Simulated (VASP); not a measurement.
# EuS (Fm-3m) in VASP: further runs

Runs on EuS. Level: PBEsol+U. Tasks: single point.

Everything below comes from runs of VASP 6.6.1. Logs are shortened: lines on timing, memory, paths and dates and some standing lists are left out, and cuts for length are marked.

### 1 The cell of the first run

It takes space group Fm-3m (No. 225, cubic). Conventional cell: a = 5.957 Å, b = 5.957 Å, c = 5.957 Å, α = 90.00°, β = 90.00°, γ = 90.00°. Eu (site symmetry m-3m) has 6 S at 2.98 Å within 3.9 Å. S (site symmetry m-3m) has 6 Eu at 2.98 Å within 3.9 Å.

### 2 Single point, PBEsol+U, collinear spin

Input file INCAR:

```
SYSTEM = EuS
  ALGO = Normal
  EDIFF = 1E-6
  ENCUT = 600
  GGA = PS
  GGA_COMPAT = .FALSE.
  ISIF = 2
  ISMEAR = 0
  ISPIN = 2
  LASPH = .TRUE.
  LCHARG = .FALSE.
  LDAU = .TRUE.
  LDAUJ = 0 0
  LDAUL = 3 -1
  LDAUPRINT = 1
  LDAUTYPE = 2
  LDAUU = 8 0
  LMAXMIX = 6
  LORBIT = 11
  LREAL = .FALSE.
  LWAVE = .FALSE.
  MAGMOM = 7.56 7.56 -0.07 -0.07
  NBANDS = 35
  NELM = 200
  NUPDOWN = 14.0
  PREC = Accurate
  SIGMA = 0.05
```

Input file KPOINTS:

```
k-points
0
G
  6 6 6
  0 0 0
```

Input file POSCAR:

```
EuS
1.0
    0.0000000000      2.9785018700      2.9785018700
    5.9570037400      2.9785018700      2.9785018700
    5.9570037400      5.9570037400      0.0000000000
Eu S
2 2
Direct
    0.5000000000      0.5000000000      0.0000000000
    0.5000000000      0.5000000000      0.5000000000
    0.0000000000      0.0000000000      0.0000000000
    0.0000000000      0.0000000000      0.5000000000
```

Potentials or basis: VASP PAW PBE potentials, release 64 (Eu, S).

Command:

```
$ cat potpaw_PBE.64/Eu/POTCAR potpaw_PBE.64/S/POTCAR > POTCAR
$ mpirun -np 1 vasp_std > vasp.out
```

OUTCAR:

```text
SYSTEM = EuS
   EDIFF = 1E-6
   ENCUT = 600
   GGA = PS
   ISIF = 2
   ISMEAR = 0
   ISPIN = 2
   LASPH = .TRUE.
   LORBIT = 11
   LREAL = .FALSE.
   NELM = 200
   NUPDOWN = 14.0
   PREC = Accurate

 ion  position               nearest neighbor table
   1  0.500  0.500  0.000-   4 2.98   3 2.98   4 2.98   3 2.98   4 2.98   4 2.98
   2  0.500  0.500  0.500-   3 2.98   3 2.98   4 2.98   4 2.98   3 2.98   3 2.98
   3  0.000  0.000  0.000-   2 2.98   1 2.98   2 2.98   1 2.98   2 2.98   2 2.98
   4  0.000  0.000  0.500-   1 2.98   1 2.98   2 2.98   2 2.98   1 2.98   1 2.98

  LATTYP: Found a simple tetragonal cell.
 ALAT       =     4.2122377401
 C/A-ratio  =     1.4142135624

  Lattice vectors:

 A1 = (   0.0000000000,  -2.9785018700,   2.9785018700)
 A2 = (   0.0000000000,  -2.9785018700,  -2.9785018700)
 A3 = (   5.9570037400,   0.0000000000,   0.0000000000)

Analysis of symmetry for initial positions (statically):
=====================================================================
 Subroutine PRICEL returns following result:

  LATTYP: Found a face centered cubic cell.
 ALAT       =     5.9570037400
[... 12 lines left out ...]
 Subroutine GETGRP returns: Found 16 space group operations
 (whereof 16 operations were pure point group operations)
 out of a pool of 16 trial point group operations.

The static configuration has the point symmetry D_4h.

Analysis of symmetry for dynamics (positions and initial velocities):
=====================================================================
 Subroutine PRICEL returns following result:

  LATTYP: Found a face centered cubic cell.
 ALAT       =     5.9570037400
[... 12 lines left out ...]
 Subroutine GETGRP returns: Found 16 space group operations
 (whereof 16 operations were pure point group operations)
 out of a pool of 16 trial point group operations.

The dynamic configuration has the point symmetry D_4h.

Analysis of structural, dynamic, and magnetic symmetry:
=====================================================================
 Subroutine PRICEL returns following result:

  LATTYP: Found a face centered cubic cell.
 ALAT       =     5.9570037400
[... 12 lines left out ...]
 Subroutine GETGRP returns: Found 16 space group operations
 (whereof 16 operations were pure point group operations)
 out of a pool of 16 trial point group operations.

The overall configuration has the point symmetry D_4h.

 Subroutine INISYM returns: Found 16 space group operations
 (whereof 16 operations are pure point group operations),
 and found     2 'primitive' translations

----------------------------------------------------------------------------------------

                                     Primitive cell

  volume of cell :      52.8474

  direct lattice vectors                    reciprocal lattice vectors
    -2.978501870  2.978501870 -0.000000000    -0.167869628  0.167869628 -0.167869628
    -2.978501870  0.000000000  2.978501870    -0.167869628 -0.167869628  0.167869628
     0.000000000  2.978501870  2.978501870     0.167869628  0.167869628  0.167869628
[... 171 lines left out ...]

spin component  1

  0.9777 -0.0000 -0.0004  0.0000 -0.0000 -0.0000 -0.0000
 -0.0000  0.9779 -0.0000 -0.0000 -0.0000  0.0000  0.0000
 -0.0004 -0.0000  0.9780 -0.0000  0.0000  0.0000  0.0000
  0.0000 -0.0000 -0.0000  0.9774 -0.0000  0.0000 -0.0000
 -0.0000 -0.0000  0.0000 -0.0000  0.9780 -0.0000  0.0005
 -0.0000  0.0000  0.0000  0.0000 -0.0000  0.9783 -0.0000
 -0.0000  0.0000  0.0000 -0.0000  0.0005 -0.0000  0.9777

spin component  2

  0.0017 -0.0000  0.0008  0.0000  0.0000 -0.0000  0.0000
 -0.0000  0.0000 -0.0000  0.0000 -0.0000 -0.0000 -0.0000
  0.0008 -0.0000  0.0013 -0.0000  0.0000 -0.0000  0.0000
  0.0000  0.0000 -0.0000  0.0023 -0.0000  0.0000 -0.0000
  0.0000 -0.0000  0.0000 -0.0000  0.0013  0.0000 -0.0008
 -0.0000 -0.0000 -0.0000  0.0000  0.0000  0.0006  0.0000
  0.0000 -0.0000  0.0000 -0.0000 -0.0008  0.0000  0.0017

 occupancies and eigenvectors

  o =  0.0000  v =  0.0000  0.0000  0.0000  0.0000  0.0000  0.0000  0.0000  0.0000  1.0000 -0.0000  0.0000  0.0000  0.0000  0.0000      0.0000  0.0000  0.0000  0.0000  0.0000  0.0000  0.0000  0.0000  0.0000  0.0000  0.0000  0.0000  0.0000  0.0000
  o =  0.0006  v =  0.0000  0.0000  0.0000  0.0000  0.0000  0.0000  0.0000 -0.0000 -0.0000  0.0000  0.0000  0.7906 -0.0000  0.6124      0.0000  0.0000  0.0000  0.0000  0.0000  0.0000  0.0000  0.0000  0.0000  0.0000  0.0000  0.0000  0.0000  0.0000
  o =  0.0006  v =  0.0000  0.0000  0.0000  0.0000  0.0000  0.0000  0.0000  0.6126 -0.0000 -0.7904  0.0000  0.0000 -0.0016  0.0000      0.0000  0.0000  0.0000  0.0000  0.0000  0.0000  0.0000  0.0000  0.0000  0.0000  0.0000  0.0000  0.0000  0.0000
  o =  0.0006  v =  0.0000  0.0000  0.0000  0.0000  0.0000  0.0000  0.0000 -0.0010  0.0000  0.0013  0.0002 -0.0000 -1.0000 -0.0000      0.0000  0.0000  0.0000  0.0000  0.0000  0.0000  0.0000  0.0000  0.0000  0.0000  0.0000  0.0000  0.0000  0.0000
  o =  0.0023  v =  0.0000  0.0000  0.0000  0.0000  0.0000  0.0000  0.0000  0.0000  0.0000  0.0000 -0.0000  0.6124  0.0000 -0.7906      0.0000  0.0000  0.0000  0.0000  0.0000  0.0000  0.0000  0.0000  0.0000  0.0000  0.0000  0.0000  0.0000  0.0000
  o =  0.0023  v =  0.0000  0.0000  0.0000  0.0000  0.0000  0.0000  0.0000 -0.0006 -0.0000 -0.0005  1.0000  0.0000  0.0002 -0.0000      0.0000  0.0000  0.0000  0.0000  0.0000  0.0000  0.0000  0.0000  0.0000  0.0000  0.0000  0.0000  0.0000  0.0000
  o =  0.0023  v =  0.0000  0.0000  0.0000  0.0000  0.0000  0.0000  0.0000 -0.7904  0.0000 -0.6126 -0.0008  0.0000 -0.0000 -0.0000      0.0000  0.0000  0.0000  0.0000  0.0000  0.0000  0.0000  0.0000  0.0000  0.0000  0.0000  0.0000  0.0000  0.0000
  o =  0.9774  v = -0.0000 -0.0000 -0.0000 -0.0000 -0.6124  0.0000  0.7906  0.0000  0.0000  0.0000  0.0000  0.0000  0.0000  0.0000      0.0000  0.0000  0.0000  0.0000  0.0000  0.0000  0.0000  0.0000  0.0000  0.0000  0.0000  0.0000  0.0000  0.0000
  o =  0.9774  v =  0.0011 -0.0000  0.0008 -0.9994  0.0000  0.0359 -0.0000  0.0000  0.0000  0.0000  0.0000  0.0000  0.0000  0.0000      0.0000  0.0000  0.0000  0.0000  0.0000  0.0000  0.0000  0.0000  0.0000  0.0000  0.0000  0.0000  0.0000  0.0000
  o =  0.9774  v = -0.8120  0.0000 -0.5836 -0.0013  0.0000  0.0000 -0.0000  0.0000  0.0000  0.0000  0.0000  0.0000  0.0000  0.0000      0.0000  0.0000  0.0000  0.0000  0.0000  0.0000  0.0000  0.0000  0.0000  0.0000  0.0000  0.0000  0.0000  0.0000
  o =  0.9779  v = -0.0000 -1.0000  0.0000  0.0000  0.0000 -0.0000 -0.0000  0.0000  0.0000  0.0000  0.0000  0.0000  0.0000  0.0000      0.0000  0.0000  0.0000  0.0000  0.0000  0.0000  0.0000  0.0000  0.0000  0.0000  0.0000  0.0000  0.0000  0.0000
  o =  0.9783  v =  0.0000 -0.0000 -0.0000 -0.0000  0.7906 -0.0000  0.6124  0.0000  0.0000  0.0000  0.0000  0.0000  0.0000  0.0000      0.0000  0.0000  0.0000  0.0000  0.0000  0.0000  0.0000  0.0000  0.0000  0.0000  0.0000  0.0000  0.0000  0.0000
  o =  0.9783  v =  0.0000 -0.0000 -0.0000  0.0359  0.0000  0.9994  0.0000  0.0000  0.0000  0.0000  0.0000  0.0000  0.0000  0.0000      0.0000  0.0000  0.0000  0.0000  0.0000  0.0000  0.0000  0.0000  0.0000  0.0000  0.0000  0.0000  0.0000  0.0000
  o =  0.9783  v =  0.5836 -0.0000 -0.8120  0.0000 -0.0000 -0.0000 -0.0000  0.0000  0.0000  0.0000  0.0000  0.0000  0.0000  0.0000      0.0000  0.0000  0.0000  0.0000  0.0000  0.0000  0.0000  0.0000  0.0000  0.0000  0.0000  0.0000  0.0000  0.0000

 number of electron      46.0000000 magnetization      14.0000236

 Free energy of the ion-electron system (eV)
  ---------------------------------------------------
  ext. energy  EPLUGINS =         0.00000000
  ---------------------------------------------------
  free energy    TOTEN  =       -39.01393883 eV

  energy without entropy =      -39.01393883  energy(sigma->0) =      -39.01393883

 E-fermi :   1.9709     XC(G=0):  -9.7497

 val. band max:        2.6662810463   @ k =   0.0000   0.0000   0.0000
 cond. band min:       3.4450458032   @ k =   0.5000   0.5000   0.0000
 fundamental gap:      0.7787647569
 Fermi energy:         2.8991174924

 spin component 1

 k-point     1 :       0.0000    0.0000    0.0000
  band No.  band energies     occupation
      1     -36.3638      1.00000
      2     -36.3446      1.00000
      3     -15.5376      1.00000
      4     -15.3789      1.00000
      5     -15.3789      1.00000
      6     -15.2745      1.00000
[... 1817 lines left out ...]
     34      13.6522      0.00000
     35      13.9568      0.00000

 [... further k-points ...]

------------------------ aborting loop because EDIFF is reached ----------------------------------------

  FORCE on cell =-STRESS in cart. coord.  units (eV):
  Direction    XX          YY          ZZ          XY          YZ          ZX
  --------------------------------------------------------------------------------------
  -------------------------------------------------------------------------------------
  Total       -0.7805545     -0.7731459     -0.7731459     -0.0000000      0.0000000      0.0000000
  in kB      -11.8320550    -11.7197520    -11.7197520     -0.0000000      0.0000000      0.0000000
  external PRESSURE =     -11.7571863 kB  Pullay stress =       0.0000000 kB

 VOLUME and BASIS-vectors are now :
 -----------------------------------------------------------------------------
  energy-cutoff  :      600.00
  volume of cell :      105.69
      direct lattice vectors                 reciprocal lattice vectors
     0.000000000  2.978501870  2.978501870    -0.167869628  0.167869628  0.167869628
     5.957003740  2.978501870  2.978501870     0.167869628 -0.167869628  0.167869628
     5.957003740  5.957003740  0.000000000     0.000000000  0.167869628 -0.167869628

 POSITION                                       TOTAL-FORCE (eV/Angst)
 -----------------------------------------------------------------------------------
      2.97850      2.97850      2.97850        -0.000000     -0.000000      0.000000
      5.95700      5.95700      2.97850         0.000000      0.000000      0.000000
      0.00000      0.00000      0.00000         0.000000      0.000000     -0.000000
      2.97850      2.97850      0.00000         0.000000      0.000000     -0.000000
 -----------------------------------------------------------------------------------
    total drift:                                0.000000      0.000000      0.000000

  FREE ENERGIE OF THE ION-ELECTRON SYSTEM (eV)
  ---------------------------------------------------
  free  energy   TOTEN  =       -39.0139388267 eV

  energy  without entropy=      -39.0139388267  energy(sigma->0) =      -39.01393883

 total charge

# of ion       s       p       d       f       tot
--------------------------------------------------
    1        2.026   5.762   0.243   6.846  14.876
    2        2.026   5.762   0.243   6.846  14.876
    3        1.312   2.425   0.000   0.000   3.737
    4        1.312   2.425   0.000   0.000   3.737
--------------------------------------------------
tot          6.675  16.373   0.485  13.692  37.225

 magnetization (x)

# of ion       s       p       d       f       tot
--------------------------------------------------
    1       -0.013  -0.105   0.041   6.829   6.752
    2       -0.013  -0.105   0.041   6.829   6.752
    3       -0.006  -0.055   0.000   0.000  -0.062
    4       -0.006  -0.055   0.000   0.000  -0.062
--------------------------------------------------
tot         -0.038  -0.322   0.082  13.658  13.380
```

Wall time 18 min (1 thread of Intel Xeon Platinum 8124M at 3.00GHz (Skylake/Cascade Lake), shared host); peak memory 0.66 GiB.

What came out:

| Item | Value |
| --- | --- |
| Free energy | -39.0139 eV |
| Pressure | -1.2 GPa |
| Net moment | 14.00 μB per cell |
| Site moments | Eu +6.75; S -0.06 μB |
| Valence electrons inside the program's atomic spheres | Eu 14.88; S 3.74 |

Eigenvalues of the final occupation matrices:
```tsv
site	spin	trace	eigenvalues
site 1 f	1	6.85	0.98 0.98 0.98 0.98 0.98 0.98 0.98
site 1 f	2	0.01	0.00 0.00 0.00 0.00 0.00 0.00 0.00
site 2 f	1	6.85	0.98 0.98 0.98 0.98 0.98 0.98 0.98
site 2 f	2	0.01	0.00 0.00 0.00 0.00 0.00 0.00 0.00
```

Caveat: the PAW data sets were made with another functional, which shifts forces and pressure a little; spin-orbit coupling is left out, which moves the levels of the heavy elements; the total moment is fixed, so each spin has its own Fermi level and the state may be an excited one.

### 3 Single point, PBEsol+U, collinear spin

Input file INCAR:

```
SYSTEM = EuS
  PREC = Accurate
  ENCUT = 600
  EDIFF = 1E-6
  ISMEAR = 0
  SIGMA = 0.05
  LREAL = .False.
  LASPH = .True.
  NELM = 200
  ALGO = Normal
  ISIF = 2
  LWAVE = .False.
  LCHARG = .True.
  ISPIN = 2
  MAGMOM = 6.87 6.87 -0.07 -0.07
  LORBIT = 11
  LMAXMIX = 6
  LDAU = .True.
  LDAUTYPE = 2
  LDAUL = 3 -1
  LDAUU = 8 0
  LDAUJ = 0 0
  LDAUPRINT = 1
  GGA = PS
  LELF = .True.
  LVHAR = .True.
  NBANDS = 35
  GGA_COMPAT = .False.
```

Input file KPOINTS:

```
regular mesh
0
Gamma
  6 6 6
  0 0 0
```

POSCAR is that of step 2.

Potentials or basis: VASP PAW PBE potentials, release 64 (Eu, S).

Command:

```
$ cat potpaw_PBE.64/Eu/POTCAR potpaw_PBE.64/S/POTCAR > POTCAR
$ mpirun -np 1 vasp_std > vasp.out
```

It took 37 min on 1 thread of Oxide Virtual Turin-like, shared host; peak memory 0.64 GiB.

The run converged. Its results:

- Free energy: -39.0139 eV
- Pressure: -1.2 GPa
- Band gap on the k mesh: 0.78 eV
- Net moment: 14.00 μB per cell
- Site moments: Eu +6.75; S -0.06 μB
- Valence electrons inside the program's atomic spheres: Eu 14.88; S 3.74

Levels at points of the mesh, in eV from the valence-band top:
Spin up:
| k point | band 26 | band 27 | band 28 | band 29 | band 30 | band 31 | band 32 | band 33 | band 34 | band 35 |
| --- | --- | --- | --- | --- | --- | --- | --- | --- | --- | --- |
| (0.00, 0.00, 0.00) | -0.38 | -0.38 | 0.00 | 0.00 | 0.00 | 0.78 | 2.36 | 2.75 | 2.75 | 2.75 |
| (0.50, 0.00, 0.00) | -0.85 | -0.83 | -0.83 | -0.82 | -0.82 | 4.39 | 4.39 | 4.95 | 4.97 | 5.45 |
| (0.50, 0.50, 0.00) | -0.84 | -0.38 | -0.38 | -0.38 | -0.38 | 0.78 | 0.78 | 4.82 | 4.83 | 4.85 |
| (0.00, 0.00, 0.50) | -0.81 | -0.79 | -0.79 | -0.74 | -0.74 | 3.80 | 3.80 | 4.40 | 4.41 | 4.46 |
| (0.50, 0.00, 0.50) | -0.84 | -0.84 | -0.84 | -0.74 | -0.74 | 3.48 | 3.48 | 3.48 | 3.48 | 5.28 |
| (0.00, 0.50, 0.50) | -0.79 | -0.33 | -0.33 | -0.33 | -0.33 | 1.59 | 1.59 | 3.66 | 3.67 | 4.20 |
Spin down:
```
           k point  band 13  band 14  band 15  band 16  band 17  band 18  band 19  band 20
(0.00, 0.00, 0.00)    -1.39    -1.02    -1.02    -1.02     1.27     2.77     3.37     3.37
(0.50, 0.00, 0.00)    -2.23    -2.23    -2.23    -2.23     4.59     4.59     5.59     5.59
(0.50, 0.50, 0.00)    -1.39    -1.39    -1.39    -1.39     1.27     1.27     5.40     5.40
(0.00, 0.00, 0.50)    -2.15    -2.15    -1.83    -1.83     4.12     4.12     4.98     4.98
(0.50, 0.00, 0.50)    -2.01    -2.01    -2.01    -2.01     3.86     3.86     3.86     3.86
(0.00, 0.50, 0.50)    -1.32    -1.32    -1.32    -1.32     2.08     2.08     4.13     4.13
```

Eigenvalues of the final occupation matrices:
```csv
site,spin,trace,eigenvalues
site 1 f,1,6.85,0.98 0.98 0.98 0.98 0.98 0.98 0.98
site 1 f,2,0.01,0.00 0.00 0.00 0.00 0.00 0.00 0.00
site 2 f,1,6.85,0.98 0.98 0.98 0.98 0.98 0.98 0.98
site 2 f,2,0.01,0.00 0.00 0.00 0.00 0.00 0.00 0.00
```

Caveat: the PAW data sets were made with another functional, which shifts forces and pressure a little; spin-orbit coupling is left out, which moves the levels of the heavy elements. A k mesh can miss the band edges.
